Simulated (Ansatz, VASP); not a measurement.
**One calculation of Ga4AsP3, two programs**

File INCAR:

```
  ALGO = Normal
  EDIFF = 1E-6
  ENCUT = 520
  GGA = PE
  ISIF = 2
  ISMEAR = 0
  LASPH = T
  LCHARG = F
  LREAL = F
  LWAVE = F
  NBANDS = 46
  NELM = 60
  PREC = Accurate
  SIGMA = 0.1
```

KPOINTS

```
k-points
0
Gamma
  4 2 2
```

POSCAR

```
Ga4AsP3
1.0
   -3.9342940000      0.0000000000      0.0000000000
    0.0000000000      3.9349580000      5.5642020000
    0.0000000000      3.9349580000     -5.5642020000
Ga P As
4 3 1
Direct
    0.0000000000      0.9950690000      0.0049310000
    0.5000000000      0.5072610000      0.0028740000
    0.5000000000      0.9971260000      0.4927390000
    0.0000000000      0.5002930000      0.4997070000
    0.0000000000      0.6248730000      0.8748590000
    0.0000000000      0.1251410000      0.3751270000
    0.5000000000      0.6250480000      0.3749520000
    0.5000000000      0.1251890000      0.8748110000
```

Input for Ansatz:

```yaml
crystal:
  lattice:
    - [-3.934294, 0.0, 0.0]
    - [0.0, 3.934958, 5.564202]
    - [0.0, 3.934958, -5.564202]
  atoms:
    - { symbol: Ga, position: [0.0, 0.995069, 0.004931] }
    - { symbol: Ga, position: [0.5, 0.507261, 0.002874] }
    - { symbol: Ga, position: [0.5, 0.997126, 0.492739] }
    - { symbol: Ga, position: [0.0, 0.500293, 0.499707] }
    - { symbol: P, position: [0.0, 0.624873, 0.874859] }
    - { symbol: P, position: [0.0, 0.125141, 0.375127] }
    - { symbol: P, position: [0.5, 0.625048, 0.374952] }
    - { symbol: As, position: [0.5, 0.125189, 0.874811] }
basis:
  ecutwfc: 420
kpoints:
  mp_grid: { grid: [4, 2, 2] }
hamiltonian:
  xc: pbe
scf:
  occupations: { method: gaussian, width: 0.1 }
  lower_state_search: "off"
output:
  forces: true
  stress: true
  eigenvalues: true
```

Alike in both runs: task single point; functional PBE; k mesh 4 × 2 × 2; occupations gaussian, width 0.1 eV; no spin polarisation.

```csv
,VASP,Ansatz
version,VASP 6.6.1,Ansatz 0.2.0
potentials or method,"VASP PAW PBE potentials, release 64 (Ga_d, P, As), cutoff 520 eV","scalar-relativistic, plane waves, PAW"
valence electrons in the cell,72,82
```

Ansatz gave:

| Property | Result |
| --- | --- |
| gap on the k mesh at the Fermi level (eV) | 1.10 |
| least direct gap on the mesh (eV) | 1.10 |
| pressure (GPa) | 0.0 |
| traceless stress, the component that is largest in VASP (GPa) | -0.59 |
| rms of the force components (eV/Å) | 0.026 |

Q: Estimate VASP's values.

A: gap on the k mesh at the Fermi level (eV): 1.09; least direct gap on the mesh (eV): 1.09; pressure (GPa): 0.0; traceless stress, the component that is largest in VASP (GPa): -0.59; rms of the force components (eV/Å): 0.026.

Atom by atom the forces differ by 0.005 eV/Å (rms over components). VASP's potentials hold 72 valence electrons a cell and Ansatz's 82, so a difference there can come from the potentials and not from the codes.

The k mesh is coarse, so the values compare programs but aren't converged.
